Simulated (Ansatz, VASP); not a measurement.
Ga2S in VASP and in Ansatz

```
Ga S
1.0
     8.58479    0.00000    0.00000
     0.00000    8.58479    0.00000
     0.00000    0.00000    3.57616
Ga S
4 2
Direct
  0.35302 0.35302 0.00000
  0.14698 0.85302 0.50000
  0.64698 0.64698 0.00000
  0.85302 0.14698 0.50000
  0.00000 0.00000 0.00000
  0.50000 0.50000 0.50000
```

Alike in both runs: functional PBE; k mesh 4 × 4 × 6; occupations gaussian, width 0.1 eV; no spin polarisation.

Ansatz relaxed the structure, and its values are those at the end. VASP's run is a single point on that final structure, the one shown.

|  | VASP | Ansatz |
| --- | --- | --- |
| version | VASP 6.6.1 | Ansatz 0.2.0 |
| potentials or method | VASP PAW PBE potentials, release 64 (Ga_d, S), cutoff 520 eV | scalar-relativistic, plane waves, PAW |
| valence electrons in the cell | 64 | 64 |

Ansatz gave:

* gap on the k mesh at the Fermi level (eV): 0.70
* least direct gap on the mesh (eV): 0.70
* pressure (GPa): 0.2
* rms of the force components (eV/Å): 0.004

What did VASP give for the same quantities?

gap on the k mesh at the Fermi level (eV): 0.69; least direct gap on the mesh (eV): 0.69; pressure (GPa): 0.3; rms of the force components (eV/Å): 0.004.

The functional is the same, so the differences come from potentials, cutoffs and numerics.
